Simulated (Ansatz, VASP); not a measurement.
## BaZrO3: VASP beside Ansatz

INCAR

```
ALGO = Normal ; EDIFF = 1E-6
EDIFFG = -0.02 ; ENCUT = 520
GGA = PE ; IBRION = 2
ISIF = 2 ; ISMEAR = -1
LASPH = True ; LCHARG = False
LREAL = False ; LWAVE = False
NELM = 60 ; NSW = 80
PREC = Accurate ; SIGMA = 0.02
```

Contents of KPOINTS:

```
k-points
0
Gamma
  5 5 5
```

File POSCAR:

```
BaZrO3
1.0
    4.1913400000      0.0000000000      0.0000000000
    0.0000000000      4.1913400000      0.0000000000
    0.0000000000      0.0000000000      4.1913400000
Ba Zr O
1 1 3
Direct
    0.0000000000      0.0000000000      0.0000000000
    0.5000000000      0.5000000000      0.5000000000
    0.0000000000      0.5000000000      0.5000000000
    0.5000000000      0.0000000000      0.5000000000
    0.5000000000      0.5000000000      0.0000000000
```

Input for Ansatz:

```yaml
crystal:
  lattice:
    - [4.19134, 0.0, 0.0]
    - [0.0, 4.19134, 0.0]
    - [0.0, 0.0, 4.19134]
  atoms:
    - { symbol: Ba, position: [0.0, 0.0, 0.0] }
    - { symbol: Zr, position: [0.5, 0.5, 0.5] }
    - { symbol: O, position: [0.0, 0.5, 0.5] }
    - { symbol: O, position: [0.5, 0.0, 0.5] }
    - { symbol: O, position: [0.5, 0.5, 0.0] }
kpoints:
  mp_grid: { grid: [5, 5, 5] }
scf:
  occupations: { method: fermi_dirac, width: 0.02 }
hamiltonian:
  xc: pbe
  pseudopotentials: { kind: paw, frozen_core: stored }
output:
  forces: true
  stress: true
  populations: true
  efg: { quadrupole_moments_barn: { Ba: 0.236, Zr: -0.176, O: -0.02558 } }
relax:
  f_tol: 0.02
  max_steps: 60
```

Alike in both runs: task relaxation of the atoms; functional PBE; k mesh 5 × 5 × 5; occupations fermi-dirac, width 0.02 eV; no spin polarisation.

|  | VASP | Ansatz |
| --- | --- | --- |
| version | VASP 6.6.1 | Ansatz 0.2.0 |
| potentials or method | VASP PAW PBE potentials, release 64 (Ba_sv, Zr_sv, O) | plane-wave PAW, scalar-relativistic |
| plane-wave cutoff (eV) | 520 | 420 |
| valence electrons in the cell | 40 | 40 |

Ansatz gave:

- gap on the k mesh at the Fermi level, each at its own relaxed structure (eV): 3.35

Task: What did VASP give for the same quantities?

Result: gap on the k mesh at the Fermi level, each at its own relaxed structure (eV): 3.29.

Ansatz's warnings: stress scf threshold loose.

Neither program's run includes spin-orbit coupling. Noted on VASP's run: the relaxation stopped at its first step, so nothing moved.
